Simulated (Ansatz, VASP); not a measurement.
**One calculation of Ni, two programs**

```
Ni
1.0
    -1.42768    1.42768    1.42768
     1.42768   -1.42768    1.42768
     1.42768    1.42768   -1.42768
Ni
1
Direct
  0.00000 0.00000 0.00000
```

Alike in both runs: task single point; functional r2SCAN; k mesh 22 × 22 × 22; occupations gaussian, width 0.1 eV; collinear spin.

|  | VASP | Ansatz |
| --- | --- | --- |
| version | VASP 6.6.1 | Ansatz 0.2.0 |
| potentials or method | VASP PAW PBE potentials, release 64 (Ni), cutoff 520 eV | scalar-relativistic, plane waves, PAW |
| valence electrons in the cell | 10 | 18 |

```tsv
	VASP	Ansatz	Ansatz less VASP
gap on the k mesh at the Fermi level (eV)	none	none	-
pressure (GPa)	-15.6	-16.2	-0.64
net moment per atom (μB)	0.66	0.67	+0.012
size of the moment on the site where the two differ most (μB)	0.69	0.74	+0.049
```

VASP's potentials were made for PBE, not for r2SCAN. Site moments also hang on the region over which each program counts them. A gap of «none» marks a metal or a gap that the smearing closes. VASP's potentials hold 10 valence electrons a cell and Ansatz's 18, so a difference there can come from the potentials and not from the codes. Ansatz's warnings: stability check not made.
